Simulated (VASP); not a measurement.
# EuOs (Pm-3m) in VASP: settings compared

EuOs is run at these levels: PBE, r2SCAN; tasks: single point.

Everything below comes from runs of VASP 6.6.1. Logs are shortened: lines on timing, memory, paths and dates and some standing lists are left out, and cuts for length are marked.

**1. The cell of the first run**

The structure is cubic, space group Pm-3m (No. 221). Conventional cell: a = 3.568 Å, b = 3.568 Å, c = 3.568 Å, α = 90.00°, β = 90.00°, γ = 90.00°. Eu (site symmetry m-3m) has 8 Os at 3.09 Å and 6 Eu at 3.57 Å within 4.1 Å. Os (site symmetry m-3m) has 8 Eu at 3.09 Å and 6 Os at 3.57 Å within 4.1 Å.

**2. Single point, PBE, collinear spin, ferromagnetic start (22.70 Å³/atom)**

INCAR

```
PREC = Accurate
ENCUT = 520
EDIFF = 1E-7
ISMEAR = 0
SIGMA = 0.05
LREAL = F
LASPH = T
NELM = 150
ALGO = Normal
ISIF = 2
LWAVE = F
LCHARG = T
ISPIN = 2
MAGMOM = 7.06 0
LORBIT = 11
LMAXMIX = 6
GGA = PE
LELF = T
LVHAR = T
NBANDS = 24
```

KPOINTS

```
regular mesh
0
Gamma
  10 10 10
```

POSCAR

```
EuOs
1.0
    3.5676571776      0.0000000000      0.0000000000
    0.0000000000      3.5676571776      0.0000000000
    0.0000000000      0.0000000000      3.5676571776
Eu Os
1 1
Direct
    0.0000000000      0.0000000000      0.0000000000
    0.5000000000      0.5000000000      0.5000000000
```

Potentials or basis: VASP PAW PBE potentials, release 64 (Eu, Os).

Command:

```console
$ cat potpaw_PBE.64/Eu/POTCAR potpaw_PBE.64/Os/POTCAR > POTCAR
$ mpirun -np 1 vasp_std > vasp.out
```

OUTCAR:

```text
PREC = Accurate
   ENCUT = 520
   EDIFF = 1E-7
   ISMEAR = 0
   LREAL = F
   LASPH = T
   NELM = 150
   ISIF = 2
   ISPIN = 2
   LORBIT = 11
   GGA = PE

 ion  position               nearest neighbor table
   1  0.000  0.000  0.000-   2 3.09   2 3.09   2 3.09   2 3.09   2 3.09   2 3.09   2 3.09   2 3.09

   2  0.500  0.500  0.500-   1 3.09   1 3.09   1 3.09   1 3.09   1 3.09   1 3.09   1 3.09   1 3.09

  LATTYP: Found a simple cubic cell.
 ALAT       =     3.5676571776

  Lattice vectors:

 A1 = (   3.5676571776,   0.0000000000,   0.0000000000)
 A2 = (   0.0000000000,   3.5676571776,   0.0000000000)
 A3 = (   0.0000000000,   0.0000000000,   3.5676571776)

Analysis of symmetry for initial positions (statically):
=====================================================================
 Subroutine PRICEL returns:
 Original cell was already a primitive cell.

 Routine SETGRP: Setting up the symmetry group for a
 simple cubic supercell.

 Subroutine GETGRP returns: Found 48 space group operations
 (whereof 48 operations were pure point group operations)
 out of a pool of 48 trial point group operations.

The static configuration has the point symmetry O_h .

Analysis of symmetry for dynamics (positions and initial velocities):
=====================================================================
 Subroutine PRICEL returns:
 Original cell was already a primitive cell.

 Routine SETGRP: Setting up the symmetry group for a
 simple cubic supercell.

 Subroutine GETGRP returns: Found 48 space group operations
 (whereof 48 operations were pure point group operations)
 out of a pool of 48 trial point group operations.

The dynamic configuration has the point symmetry O_h .

Analysis of structural, dynamic, and magnetic symmetry:
=====================================================================
 Subroutine PRICEL returns:
 Original cell was already a primitive cell.

 Routine SETGRP: Setting up the symmetry group for a
 simple cubic supercell.

 Subroutine GETGRP returns: Found 48 space group operations
 (whereof 48 operations were pure point group operations)
 out of a pool of 48 trial point group operations.

The overall configuration has the point symmetry O_h .

 Subroutine INISYM returns: Found 48 space group operations
 (whereof 48 operations are pure point group operations),
 and found     1 'primitive' translations

----------------------------------------------------------------------------------------

                                     Primitive cell

  volume of cell :      45.4098

  direct lattice vectors                    reciprocal lattice vectors
     3.567657178  0.000000000  0.000000000     0.280295990  0.000000000  0.000000000
     0.000000000  3.567657178  0.000000000     0.000000000  0.280295990  0.000000000
     0.000000000  0.000000000  3.567657178     0.000000000  0.000000000  0.280295990

  length of vectors
     3.567657178  3.567657178  3.567657178     0.280295990  0.280295990  0.280295990

  position of ions in fractional coordinates (direct lattice)
     0.000000000  0.000000000  0.000000000
     0.500000000  0.500000000  0.500000000

  ion indices of the primitive-cell ions
   primitive index   ion index
                 1           1
                 2           2

----------------------------------------------------------------------------------------

 KPOINTS: regular mesh

Automatic generation of k-mesh.
 Grid dimensions read from file:
 generate k-points for:   10   10   10

 Generating k-lattice:

  Cartesian coordinates                     Fractional coordinates (reciprocal lattice)
     0.028029599  0.000000000  0.000000000     0.100000000  0.000000000  0.000000000
     0.000000000  0.028029599  0.000000000     0.000000000  0.100000000  0.000000000
     0.000000000  0.000000000  0.028029599     0.000000000  0.000000000  0.100000000

  Length of vectors
     0.028029599  0.028029599  0.028029599

  Shift w.r.t. Gamma in fractional coordinates (k-lattice)
     0.000000000  0.000000000  0.000000000

 Subroutine IBZKPT returns following result:
 ===========================================

 Found     56 irreducible k-points:

 Following reciprocal coordinates:
            Coordinates               Weight
  0.000000  0.000000  0.000000      1.000000
  0.100000  0.000000  0.000000      6.000000
  0.200000  0.000000  0.000000      6.000000
  0.300000  0.000000  0.000000      6.000000
  0.400000  0.000000  0.000000      6.000000
  0.500000  0.000000  0.000000      3.000000
[... 16 lines left out ...]
  0.200000  0.100000  0.100000     24.000000
  0.300000  0.100000  0.100000     24.000000
 [... further k-points ...]
   k-points           NKPTS =     56   k-points in BZ     NKDIM =     56   number of bands    NBANDS=     24
   number of dos      NEDOS =    301   number of ions     NIONS =      2
   total plane-waves  NPLWV =  21952
   dimension x,y,z NGX =    28 NGY =   28 NGZ =   28
   dimension x,y,z NGXF=    56 NGYF=   56 NGZF=   56
   ions per type =               1   1
   NGX,Y,Z   is equivalent  to a cutoff of  13.05, 13.05, 13.05 a.u.
   NGXF,Y,Z  is equivalent  to a cutoff of  26.09, 26.09, 26.09 a.u.
 SYSTEM =  unknown system
   PREC   = accura    normal or accurate (medium, high low for compatibility)
   ISTART =      0    job   : 0-new  1-cont  2-samecut
   ICHARG =      2    charge: 1-file 2-atom 10-const
   ISPIN  =      2    spin polarized calculation?
   LNONCOLLINEAR =      F non collinear calculations
   LSORBIT =      F    spin-orbit coupling
   LASPH  =      T    aspherical Exc in radial PAW
   ENCUT  =  520.0 eV  38.22 Ry    6.18 a.u.   6.63  6.63  6.63*2*pi/ulx,y,z
   NELM   =    150;   NELMIN=  2; NELMDL= -5     # of ELM steps
   EDIFF  = 0.1E-06   stopping-criterion for ELM
   LREAL  =      F    real-space projection
   EDIFFG = 0.1E-05   stopping-criterion for IOM
   NSW    =      0    number of steps for IOM
   IBRION =     -1    ionic relax: 0-MD 1-quasi-New 2-CG
   NFREE  =      0    steps in history (QN), initial steepest desc. (CG)
   ISIF   =      2    stress and relaxation
   ISYM   =      2    0-nonsym 1-usesym 2-fastsym
   POTIM  = 0.5000    time-step for ionic-motion
   TEBEG  =    0.0;   TEEND  =   0.0 temperature during run
   PSTRESS=    0.0 pullay stress
   NELECT =      25.0000    total number of electrons
   NUPDOWN=      -1.0000    fix difference up-down
   EMIN   =  10.00;   EMAX   =-10.00  energy-range for DOS
   EFERMI =   0.00;   METHOD = LEGACY
   ISMEAR =     0;   SIGMA  =   0.05  broadening in eV -4-tet -1-fermi 0-gaus
   EFERMI_NEDOS =   21; number of points for ismear=-14 and -15
   IALGO  =     38    algorithm
   IMIX   =      4    mixing-type and parameters
     AMIX     =   0.40;   BMIX     =  1.00
     AMIX_MAG =   1.60;   BMIX_MAG =  1.00
  volume/ion in A,a.u.               =      22.70       153.22
  Fermi-wavevector in a.u.,A,eV,Ry     =   1.341750  2.535541 24.494487  1.800294
  Thomas-Fermi vector in A             =   2.469959
   LORBIT       =     11    0 simple, 1 ext, 2 COOP (PROOUT), +10 PAW based schemes
   GGA     = PE    functional components
   LHFCALC =     F    Hartree Fock is set to
   AEXX    =    0.0000 exact exchange contribution
   IVDW    =     0    specifies the selected vdW correction
   LEPSILON=     F    determine dielectric tensor
   LRPA    =     F    only Hartree local field effects (RPA)
 spin polarized calculation
 Gauss-broadening in eV      SIGMA  =   0.05
  energy-cutoff  :      520.00
  volume of cell :       45.41
 maximum number of plane-waves:      1246
 NGX is ok and might be reduce to    28
   NGX = 13   NGY = 13   NGZ = 13

 number of electron      25.0000008 magnetization       5.6814214

 Free energy of the ion-electron system (eV)
  ---------------------------------------------------
  ext. energy  EPLUGINS =         0.00000000
  ---------------------------------------------------
  free energy    TOTEN  =       -21.52003870 eV

  energy without entropy =      -21.51386632  energy(sigma->0) =      -21.51695251

 E-fermi :   3.9744     XC(G=0): -11.4930

 val. band max:        3.9735915202   @ k =   0.5000   0.2000   0.0000
 cond. band min:       3.9768814685   @ k =   0.3000   0.2000   0.2000
 fundamental gap:      0.0032899483
 Fermi energy:         3.9744422072

 spin component 1

 k-point     1 :       0.0000    0.0000    0.0000
  band No.  band energies     occupation
      1     -36.8384      1.00000
      2     -15.2338      1.00000
      3     -15.2338      1.00000
      4     -15.2338      1.00000
      5      -1.7226      1.00000
      6       1.2000      1.00000
[... 16 lines left out ...]
     23      12.3631      0.00000
     24      12.3631      0.00000

 k-point     2 :       0.1000    0.0000    0.0000
  band No.  band energies     occupation
      1     -36.8349      1.00000
      2     -15.2961      1.00000
      3     -15.2307      1.00000
      4     -15.2307      1.00000
      5      -1.5269      1.00000
      6       1.2626      1.00000
[... 16 lines left out ...]
     23      11.7335      0.00000
     24      13.5697      0.00000

 k-point     3 :       0.2000    0.0000    0.0000
  band No.  band energies     occupation
      1     -36.8257      1.00000
      2     -15.4550      1.00000
      3     -15.2225      1.00000
      4     -15.2225      1.00000
      5      -0.9712      1.00000
      6       1.4367      1.00000
[... 16 lines left out ...]
     23      10.8574      0.00000
     24      15.2707      0.00000
[... 514 lines left out ...]
 k-point    23 :       0.2000    0.1000    0.1000
  band No.  band energies     occupation
      1     -36.8191      1.00000
      2     -15.4438      1.00000
      3     -15.2795      1.00000
      4     -15.2709      1.00000
      5      -0.6516      1.00000
      6       1.6328      1.00000
[... 16 lines left out ...]
     23      12.4708      0.00000
     24      14.4054      0.00000

 k-point    24 :       0.3000    0.1000    0.1000
  band No.  band energies     occupation
      1     -36.8079      1.00000
      2     -15.6256      1.00000
      3     -15.2630      1.00000
      4     -15.2604      1.00000
      5       0.0881      1.00000
      6       1.8201      1.00000
[... 16 lines left out ...]
     23      11.7370      0.00000
     24      15.4611      0.00000

 [... further k-points ...]

 spin component 2

 k-point     1 :       0.0000    0.0000    0.0000
  band No.  band energies     occupation
      1     -33.9300      1.00000
      2     -13.1089      1.00000
      3     -13.1089      1.00000
      4     -13.1089      1.00000
      5      -1.5931      1.00000
      6       1.0243      1.00000
[... 16 lines left out ...]
     23      12.8484      0.00000
     24      12.8484      0.00000

 k-point     2 :       0.1000    0.0000    0.0000
  band No.  band energies     occupation
      1     -33.9255      1.00000
      2     -13.1884      1.00000
      3     -13.1053      1.00000
      4     -13.1053      1.00000
      5      -1.3873      1.00000
      6       1.0844      1.00000
[... 16 lines left out ...]
     23      12.3002      0.00000
     24      14.1879      0.00000

 k-point     3 :       0.2000    0.0000    0.0000
  band No.  band energies     occupation
      1     -33.9138      1.00000
      2     -13.3892      1.00000
      3     -13.0962      1.00000
      4     -13.0962      1.00000
      5      -0.8078      1.00000
      6       1.2528      1.00000
[... 16 lines left out ...]
     23      11.8799      0.00000
     24      15.8412      0.00000
[... 514 lines left out ...]
 k-point    23 :       0.2000    0.1000    0.1000
  band No.  band energies     occupation
      1     -33.9054      1.00000
      2     -13.3752      1.00000
      3     -13.1679      1.00000
      4     -13.1554      1.00000
      5      -0.4853      1.00000
      6       1.4529      1.00000
[... 16 lines left out ...]
     23      13.2340      0.00000
     24      15.0594      0.00000

 k-point    24 :       0.3000    0.1000    0.1000
  band No.  band energies     occupation
      1     -33.8913      1.00000
      2     -13.5996      1.00000
      3     -13.1471      1.00000
      4     -13.1435      1.00000
      5       0.2556      1.00000
      6       1.6419      1.00000
[... 16 lines left out ...]
     23      12.6531      0.00000
     24      16.0168      0.00000

 [... further k-points ...]
[... 5 lines left out ...]
  --------------------------------------------------------------------------------------
  -------------------------------------------------------------------------------------
  Total       -2.1730240     -2.1730240     -2.1730240      0.0000000      0.0000000      0.0000000
  in kB      -76.6700538    -76.6700538    -76.6700538      0.0000000      0.0000000      0.0000000
  external PRESSURE =     -76.6700538 kB  Pullay stress =       0.0000000 kB

 VOLUME and BASIS-vectors are now :
 -----------------------------------------------------------------------------
  energy-cutoff  :      520.00
  volume of cell :       45.41
      direct lattice vectors                 reciprocal lattice vectors
     3.567657178  0.000000000  0.000000000     0.280295990  0.000000000  0.000000000
     0.000000000  3.567657178  0.000000000     0.000000000  0.280295990  0.000000000
     0.000000000  0.000000000  3.567657178     0.000000000  0.000000000  0.280295990

 POSITION                                       TOTAL-FORCE (eV/Angst)
 -----------------------------------------------------------------------------------
      0.00000      0.00000      0.00000         0.000000      0.000000      0.000000
      1.78383      1.78383      1.78383         0.000000      0.000000      0.000000
 -----------------------------------------------------------------------------------
    total drift:                               -0.000000      0.000000      0.000000

  FREE ENERGIE OF THE ION-ELECTRON SYSTEM (eV)
  ---------------------------------------------------
  free  energy   TOTEN  =       -21.5200386994 eV

  energy  without entropy=      -21.5138663190  energy(sigma->0) =      -21.51695251

 total charge

# of ion       s       p       d       f       tot
--------------------------------------------------
    1        2.075   5.713   0.569   6.372  14.729
    2        0.643   0.218   6.006   0.000   6.867
--------------------------------------------------
tot          2.718   5.931   6.575   6.372  21.596

 magnetization (x)

# of ion       s       p       d       f       tot
--------------------------------------------------
    1       -0.000  -0.104   0.120   6.284   6.301
    2       -0.033   0.012  -0.874   0.000  -0.896
--------------------------------------------------
tot         -0.034  -0.092  -0.754   6.284   5.405
```

Run time: 3.4 min. Hardware: 1 thread of Intel Xeon Platinum 8488C (Sapphire Rapids), shared host; peak memory 0.27 GiB.

Results:

```yaml
Free_energy: -21.5200 eV
Pressure: -7.7 GPa
Net_moment: 5.68 μB per cell
Site_moments: Eu +6.30; Os -0.90 μB
Valence_electrons_inside_the_program's_atomic_spheres: Eu 14.73; Os 6.87
```

Levels at points of the mesh, in eV from the Fermi level:
Spin up:
```csv
k point,band 13,band 14,band 15,band 16,band 17,band 18
"(0.00, 0.00, 0.00)",-0.48,-0.43,-0.13,-0.13,-0.13,3.63
"(0.50, 0.00, 0.00)",-0.41,-0.06,0.33,0.33,0.82,1.26
"(0.50, 0.50, 0.00)",-0.49,-0.41,-0.37,1.14,1.25,2.66
"(0.50, 0.50, 0.50)",-0.43,-0.43,-0.33,-0.33,-0.33,1.20
```
Spin down:
| k point | band 8 | band 9 | band 10 | band 11 | band 12 | band 13 |
| --- | --- | --- | --- | --- | --- | --- |
| (0.00, 0.00, 0.00) | -0.60 | -0.60 | -0.60 | 4.04 | 4.04 | 4.04 |
| (0.50, 0.00, 0.00) | -0.78 | -0.78 | -0.37 | 0.84 | 2.10 | 3.71 |
| (0.50, 0.50, 0.00) | -1.62 | 0.53 | 0.82 | 2.57 | 2.57 | 3.97 |
| (0.50, 0.50, 0.50) | 0.01 | 0.01 | 0.01 | 0.59 | 0.59 | 1.85 |

Caveat: the cell stands under tension; spin-orbit coupling is left out, which moves the levels of the heavy elements; semilocal functionals describe open f shells poorly, which spoils levels, moments and volumes. The state reached can hang on the start; a lower one may exist.

(Continued in part 2 of 2.)
